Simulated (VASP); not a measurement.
A run of VASP 6.6.1:

File INCAR:

```
ALGO = Normal ; EDIFF = 1E-6
ENCUT = 520 ; GGA = PE
ISIF = 2 ; ISMEAR = -1
LASPH = True ; LCHARG = False
LREAL = False ; LWAVE = False
NBANDS = 12 ; NELM = 100
PREC = Accurate ; SIGMA = 0.1
```

Contents of KPOINTS:

```
k-points
0
Gamma
  8 8 3
```

POSCAR

```
Be
1.0
    2.1064200000      1.3921820000      0.0000000000
    2.1064200000     -1.3921820000      0.0000000000
    0.0000000000      0.0000000000     -5.6790580000
Be
4
Direct
    0.1500000000      0.8500000000      0.8830000000
    0.3500000000      0.6500000000      0.3830000000
    0.8500000000      0.1500000000      0.1170000000
    0.6500000000      0.3500000000      0.6170000000
```

Potentials or basis: VASP PAW PBE potentials, release 64 (Be).

The run is started by

```sh
$ cat potpaw_PBE.64/Be/POTCAR > POTCAR
$ mpirun -np 1 vasp_std > vasp.out
```

Hardware: 1 thread of Intel(R) Xeon(R) 6975P-C (Granite Rapids), with other jobs on the host.

Estimate the wall time of this run.

Wall time 5.9 s on 1 thread of Intel(R) Xeon(R) 6975P-C (Granite Rapids), on a shared host, peak memory 0.13 GiB. Counts: scf iterations 11, k points 42.
